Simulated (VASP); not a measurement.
# ZnCu (Pm-3m) in VASP: a series of runs

Runs on ZnCu. Level: PBE. Tasks: single point.

Everything below comes from runs of VASP 6.6.1. Logs are shortened: lines on timing, memory, paths and dates and some standing lists are left out, and cuts for length are marked.

## Step 1: The cell of the first run

Symmetry: Pm-3m, No. 221, cubic system. The conventional cell has a = 2.842 Å, b = 2.842 Å, c = 2.842 Å, α = 90.00°, β = 90.00°, γ = 90.00°. Within 3.2 Å of Zn (site symmetry m-3m) lie 8 Cu at 2.46 Å and 6 Zn at 2.84 Å. Cu (site symmetry m-3m) has 8 Zn at 2.46 Å and 6 Cu at 2.84 Å within 3.2 Å.

## Step 2: Single point, PBE

File INCAR:

```
SYSTEM = ZnCu
ALGO     = Normal         ! electronic algorithm
EDIFF    = 1E-6           ! SCF threshold, eV
ENCUT    = 520            ! plane-wave cutoff, eV
GGA      = PE             ! functional
ISIF     = 2              ! what is computed and relaxed
ISMEAR   = -1             ! smearing method
LASPH    = .TRUE.         ! aspherical terms in the spheres
LCHARG   = .FALSE.        ! write CHGCAR
LREAL    = .FALSE.        ! projectors in reciprocal space
LWAVE    = .FALSE.        ! write WAVECAR
NBANDS   = 18             ! bands
NELM     = 60             ! most SCF steps
PREC     = Accurate       ! precision mode
SIGMA    = 0.05           ! smearing width, eV
```

File KPOINTS:

```
k-points
0
G
  9 9 9
  0 0 0
```

File POSCAR:

```
ZnCu
1.0
    2.8422695996      0.0000000000      0.0000000000
    0.0000000000      2.8422695996      0.0000000000
    0.0000000000      0.0000000000      2.8422695996
Zn Cu
1 1
Direct
    0.5000000000      0.5000000000      0.5000000000
    0.0000000000      0.0000000000      0.0000000000
```

Potentials or basis: VASP PAW PBE potentials, release 64 (Zn, Cu).

Started as:

```
$ cat potpaw_PBE.64/Zn/POTCAR potpaw_PBE.64/Cu/POTCAR > POTCAR
$ mpirun -np 1 vasp_std > vasp.out
```

OUTCAR:

```text
SYSTEM = ZnCu
   EDIFF = 1E-6
   ENCUT = 520
   GGA = PE
   ISIF = 2
   ISMEAR = -1
   LASPH = .TRUE.
   LREAL = .FALSE.
   NELM = 60
   PREC = Accurate

 ion  position               nearest neighbor table
   1  0.500  0.500  0.500-   2 2.46   2 2.46   2 2.46   2 2.46   2 2.46   2 2.46   2 2.46   2 2.46

   2  0.000  0.000  0.000-   1 2.46   1 2.46   1 2.46   1 2.46   1 2.46   1 2.46   1 2.46   1 2.46

  LATTYP: Found a simple cubic cell.
 ALAT       =     2.8422695996

  Lattice vectors:

 A1 = (   2.8422695996,   0.0000000000,   0.0000000000)
 A2 = (   0.0000000000,   2.8422695996,   0.0000000000)
 A3 = (   0.0000000000,   0.0000000000,   2.8422695996)

Analysis of symmetry for initial positions (statically):
=====================================================================
 Subroutine PRICEL returns:
 Original cell was already a primitive cell.

 Routine SETGRP: Setting up the symmetry group for a
 simple cubic supercell.

 Subroutine GETGRP returns: Found 48 space group operations
 (whereof 48 operations were pure point group operations)
 out of a pool of 48 trial point group operations.

The static configuration has the point symmetry O_h .

Analysis of symmetry for dynamics (positions and initial velocities):
=====================================================================
 Subroutine PRICEL returns:
 Original cell was already a primitive cell.

 Routine SETGRP: Setting up the symmetry group for a
 simple cubic supercell.

 Subroutine GETGRP returns: Found 48 space group operations
 (whereof 48 operations were pure point group operations)
 out of a pool of 48 trial point group operations.

The dynamic configuration has the point symmetry O_h .

 Subroutine INISYM returns: Found 48 space group operations
 (whereof 48 operations are pure point group operations),
 and found     1 'primitive' translations

----------------------------------------------------------------------------------------

                                     Primitive cell

  volume of cell :      22.9613

  direct lattice vectors                    reciprocal lattice vectors
     2.842269600  0.000000000  0.000000000     0.351831508  0.000000000  0.000000000
     0.000000000  2.842269600  0.000000000     0.000000000  0.351831508  0.000000000
     0.000000000  0.000000000  2.842269600     0.000000000  0.000000000  0.351831508

  length of vectors
     2.842269600  2.842269600  2.842269600     0.351831508  0.351831508  0.351831508

  position of ions in fractional coordinates (direct lattice)
     0.500000000  0.500000000  0.500000000
     0.000000000  0.000000000  0.000000000

  ion indices of the primitive-cell ions
   primitive index   ion index
                 1           1
                 2           2

----------------------------------------------------------------------------------------

 KPOINTS: k-points

Automatic generation of k-mesh.
 Grid dimensions read from file:
 generate k-points for:    9    9    9

 Generating k-lattice:

  Cartesian coordinates                     Fractional coordinates (reciprocal lattice)
     0.039092390  0.000000000  0.000000000     0.111111111  0.000000000  0.000000000
     0.000000000  0.039092390  0.000000000     0.000000000  0.111111111  0.000000000
     0.000000000  0.000000000  0.039092390     0.000000000  0.000000000  0.111111111

  Length of vectors
     0.039092390  0.039092390  0.039092390

  Shift w.r.t. Gamma in fractional coordinates (k-lattice)
     0.000000000  0.000000000  0.000000000

 Subroutine IBZKPT returns following result:
 ===========================================

 Found     35 irreducible k-points:

 Following reciprocal coordinates:
            Coordinates               Weight
  0.000000  0.000000  0.000000      1.000000
  0.111111  0.000000  0.000000      6.000000
  0.222222  0.000000  0.000000      6.000000
  0.333333  0.000000  0.000000      6.000000
  0.444444  0.000000  0.000000      6.000000
  0.111111  0.111111  0.000000     12.000000
[... 16 lines left out ...]
  0.333333  0.333333  0.111111     24.000000
  0.444444  0.333333  0.111111     48.000000
 [... further k-points ...]
   k-points           NKPTS =     35   k-points in BZ     NKDIM =     35   number of bands    NBANDS=     18
   number of dos      NEDOS =    301   number of ions     NIONS =      2
   total plane-waves  NPLWV =  13824
   dimension x,y,z NGX =    24 NGY =   24 NGZ =   24
   dimension x,y,z NGXF=    48 NGYF=   48 NGZF=   48
   ions per type =               1   1
   NGX,Y,Z   is equivalent  to a cutoff of  14.04, 14.04, 14.04 a.u.
   NGXF,Y,Z  is equivalent  to a cutoff of  28.08, 28.08, 28.08 a.u.
 SYSTEM =  ZnCu
   PREC   = accura    normal or accurate (medium, high low for compatibility)
   ISTART =      0    job   : 0-new  1-cont  2-samecut
   ICHARG =      2    charge: 1-file 2-atom 10-const
   ISPIN  =      1    spin polarized calculation?
   LNONCOLLINEAR =      F non collinear calculations
   LSORBIT =      F    spin-orbit coupling
   LASPH  =      T    aspherical Exc in radial PAW
   ENCUT  =  520.0 eV  38.22 Ry    6.18 a.u.   5.28  5.28  5.28*2*pi/ulx,y,z
   NELM   =     60;   NELMIN=  2; NELMDL= -5     # of ELM steps
   EDIFF  = 0.1E-05   stopping-criterion for ELM
   LREAL  =      F    real-space projection
   EDIFFG = 0.1E-04   stopping-criterion for IOM
   NSW    =      0    number of steps for IOM
   IBRION =     -1    ionic relax: 0-MD 1-quasi-New 2-CG
   NFREE  =      0    steps in history (QN), initial steepest desc. (CG)
   ISIF   =      2    stress and relaxation
   ISYM   =      2    0-nonsym 1-usesym 2-fastsym
   POTIM  = 0.5000    time-step for ionic-motion
   TEBEG  =    0.0;   TEEND  =   0.0 temperature during run
   PSTRESS=    0.0 pullay stress
   NELECT =      23.0000    total number of electrons
   NUPDOWN=      -1.0000    fix difference up-down
   EMIN   =  10.00;   EMAX   =-10.00  energy-range for DOS
   EFERMI =   0.00;   METHOD = LEGACY
   ISMEAR =    -1;   SIGMA  =   0.05  broadening in eV -4-tet -1-fermi 0-gaus
   EFERMI_NEDOS =   21; number of points for ismear=-14 and -15
   IALGO  =     38    algorithm
   IMIX   =      4    mixing-type and parameters
     AMIX     =   0.40;   BMIX     =  1.00
     AMIX_MAG =   1.60;   BMIX_MAG =  1.00
  volume/ion in A,a.u.               =      11.48        77.48
  Fermi-wavevector in a.u.,A,eV,Ry     =   1.638019  3.095406 36.505861  2.683105
  Thomas-Fermi vector in A             =   2.729061
   LORBIT       =      0    0 simple, 1 ext, 2 COOP (PROOUT), +10 PAW based schemes
   GGA     = PE    functional components
   LHFCALC =     F    Hartree Fock is set to
   AEXX    =    0.0000 exact exchange contribution
   IVDW    =     0    specifies the selected vdW correction
   LEPSILON=     F    determine dielectric tensor
   LRPA    =     F    only Hartree local field effects (RPA)
 non-spin polarized calculation
  energy-cutoff  :      520.00
  volume of cell :       22.96
 maximum number of plane-waves:       635
 NGX is ok and might be reduce to    24
   NGX = 11   NGY = 11   NGZ = 11

 number of electron      22.9999992 magnetization

 Free energy of the ion-electron system (eV)
  ---------------------------------------------------
  ext. energy  EPLUGINS =         0.00000000
  ---------------------------------------------------
  free energy    TOTEN  =        -4.81730881 eV

  energy without entropy =       -4.81339616  energy(sigma->0) =       -4.81535249

 E-fermi :   6.6928     XC(G=0): -13.0098

 val. band max:        6.6052260808   @ k =   0.3333   0.2222   0.0000
 cond. band min:       6.7746908614   @ k =   0.4444   0.4444   0.2222
 fundamental gap:      0.1694647806
 Fermi energy:         6.6927582872

 k-point     1 :       0.0000    0.0000    0.0000
  band No.  band energies     occupation
      1      -4.5802      2.00000
      2      -1.6350      2.00000
      3      -1.6350      2.00000
      4      -0.7419      2.00000
      5      -0.7419      2.00000
      6      -0.7419      2.00000
[... 10 lines left out ...]
     17      20.7013      0.00000
     18      31.1262      0.00000

 k-point     2 :       0.1111    0.0000    0.0000
  band No.  band energies     occupation
      1      -4.3397      2.00000
      2      -1.5997      2.00000
      3      -1.5771      2.00000
      4      -0.7643      2.00000
      5      -0.7643      2.00000
      6      -0.7286      2.00000
[... 10 lines left out ...]
     17      22.0910      0.00000
     18      29.0888      0.00000

 k-point     3 :       0.2222    0.0000    0.0000
  band No.  band energies     occupation
      1      -3.6408      2.00000
      2      -1.5081      2.00000
      3      -1.4163      2.00000
      4      -0.8208      2.00000
      5      -0.8208      2.00000
      6      -0.6945      2.00000
[... 10 lines left out ...]
     17      26.0757      0.00000
     18      26.4112      0.00000

 k-point     4 :       0.3333    0.0000    0.0000
  band No.  band energies     occupation
      1      -2.6055      2.00000
      2      -1.3995      2.00000
      3      -1.1390      2.00000
      4      -0.8846      2.00000
      5      -0.8846      2.00000
      6      -0.6550      2.00000
[... 10 lines left out ...]
     17      23.6496      0.00000
     18      23.6496      0.00000

 k-point     5 :       0.4444    0.0000    0.0000
  band No.  band energies     occupation
      1      -1.8077      2.00000
      2      -1.3258      2.00000
      3      -0.9260      2.00000
      4      -0.9260      2.00000
      5      -0.6288      2.00000
      6      -0.4397      2.00000
[... 10 lines left out ...]
     17      20.9054      0.00000
     18      21.8596      0.00000

 k-point     6 :       0.1111    0.1111    0.0000
  band No.  band energies     occupation
      1      -4.1029      2.00000
      2      -1.5578      2.00000
      3      -1.5287      2.00000
      4      -0.7881      2.00000
      5      -0.7800      2.00000
      6      -0.7296      2.00000
[... 307 lines left out ...]
 k-point    21 :       0.3333    0.2222    0.1111
  band No.  band energies     occupation
      1      -1.8891      2.00000
      2      -1.3246      2.00000
      3      -1.0814      2.00000
      4      -0.9907      2.00000
      5      -0.8751      2.00000
      6      -0.4488      2.00000
[... 10 lines left out ...]
     17      23.3848      0.00000
     18      24.8143      0.00000

 k-point    22 :       0.4444    0.2222    0.1111
  band No.  band energies     occupation
      1      -1.5360      2.00000
      2      -1.3626      2.00000
      3      -1.0630      2.00000
      4      -1.0289      2.00000
      5      -0.8790      2.00000
      6       0.6545      2.00000
[... 10 lines left out ...]
     17      24.2759      0.00000
     18      25.3253      0.00000

 k-point    23 :       0.3333    0.3333    0.1111
  band No.  band energies     occupation
      1      -1.7032      2.00000
      2      -1.3769      2.00000
      3      -1.0448      2.00000
      4      -0.9854      2.00000
      5      -0.7789      2.00000
      6       0.1950      2.00000
[... 10 lines left out ...]
     17      22.2593      0.00000
     18      23.9630      0.00000

 k-point    24 :       0.4444    0.3333    0.1111
  band No.  band energies     occupation
      1      -1.6953      2.00000
      2      -1.3835      2.00000
      3      -1.0958      2.00000
      4      -1.0255      2.00000
      5      -0.6495      2.00000
      6       1.1716      2.00000
[... 10 lines left out ...]
     17      23.0140      0.00000
     18      24.2135      0.00000

 [... further k-points ...]
[... 5 lines left out ...]
  --------------------------------------------------------------------------------------
  -------------------------------------------------------------------------------------
  Total        2.9669652      2.9669652      2.9669652      0.0000000      0.0000000      0.0000000
  in kB      207.0271099    207.0271099    207.0271099      0.0000000      0.0000000      0.0000000
  external PRESSURE =     207.0271099 kB  Pullay stress =       0.0000000 kB

 VOLUME and BASIS-vectors are now :
 -----------------------------------------------------------------------------
  energy-cutoff  :      520.00
  volume of cell :       22.96
      direct lattice vectors                 reciprocal lattice vectors
     2.842269600  0.000000000  0.000000000     0.351831508  0.000000000  0.000000000
     0.000000000  2.842269600  0.000000000     0.000000000  0.351831508  0.000000000
     0.000000000  0.000000000  2.842269600     0.000000000  0.000000000  0.351831508

 POSITION                                       TOTAL-FORCE (eV/Angst)
 -----------------------------------------------------------------------------------
      1.42113      1.42113      1.42113         0.000000      0.000000      0.000000
      0.00000      0.00000      0.00000         0.000000      0.000000      0.000000
 -----------------------------------------------------------------------------------
    total drift:                                0.000000      0.000000     -0.000000

  FREE ENERGIE OF THE ION-ELECTRON SYSTEM (eV)
  ---------------------------------------------------
  free  energy   TOTEN  =        -4.8173088096 eV

  energy  without entropy=       -4.8133961623  energy(sigma->0) =       -4.81535249
```

It took 9.8 s on 1 thread of Intel Xeon Platinum 8259CL at 2.50GHz (Skylake/Cascade Lake), shared host; peak memory 0.14 GiB.

Results:

```
Free energy            : -4.8173 eV
Pressure               : 20.7 GPa
Band gap on the k mesh : zero (an odd number of electrons rules out a gap without spin polarisation)
```

Levels at points of the mesh, in eV from the Fermi level:
| k point | band 7 | band 8 | band 9 | band 10 | band 11 | band 12 | band 13 | band 14 | band 15 | band 16 |
| --- | --- | --- | --- | --- | --- | --- | --- | --- | --- | --- |
| (0.00, 0.00, 0.00) | -3.97 | -3.97 | -3.00 | -3.00 | -3.00 | 6.56 | 6.56 | 6.56 | 11.89 | 11.89 |

Caveat: the cell stands under pressure.

(Continued in part 2 of 2.)

The gap in the log of VASP goes by the Fermi energy; the results here count the filled bands.